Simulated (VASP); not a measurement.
Crystal: InP.

```
In P
1.0
     0.00000    2.93050    2.93050
     2.93050    0.00000    2.93050
     2.93050    2.93050    0.00000
In P
1 1
Direct
  0.00000 0.00000 0.00000
  0.75000 0.75000 0.75000
```

Base run:

```yaml
Program: VASP 6.6.1
Functional: PBE
Potentials_or_basis: VASP PAW PBE potentials, release 64 (In_d, P)
Cutoff: 500 eV
k_mesh: 6 × 6 × 6, shifted
Occupations: gaussian, width 0.01 eV
Spin: no spin polarisation
```

Its results: band gap on the k mesh 1.46 eV; pressure 3.3 GPa.

**Question.** After a change of settings the same cell gave: band gap on the k mesh 1.56 eV; pressure 5.1 GPa. Which change was it?
A. functional from PBE to LDA; potentials or basis from VASP PAW PBE potentials, release 64 (In_d, P) to VASP PAW LDA potentials, release 64 (In_d, P)
B. functional from PBE to RPBE
C. functional from PBE to r2SCAN; cutoff from 500 eV to 550 eV
D. functional from PBE to r2SCAN; cutoff from 500 eV to 550 eV; further incar settings from ALGO = Normal; EDIFF = 1e-06; NBANDS = 16; ISYM = 0 to ALGO = Normal; EDIFF = 1e-06; NBANDS = 16; ISYM = -1

**Answer.** B.

RPBE binds less tightly than PBE, so the same cell stands under more pressure.

Caveats: the cell stands under pressure; spin-orbit coupling is left out, which moves the levels of the heavy elements; a shifted mesh leaves out Γ, where band edges can lie; the PAW data sets were made with another functional, which shifts forces and pressure a little (at least some runs).
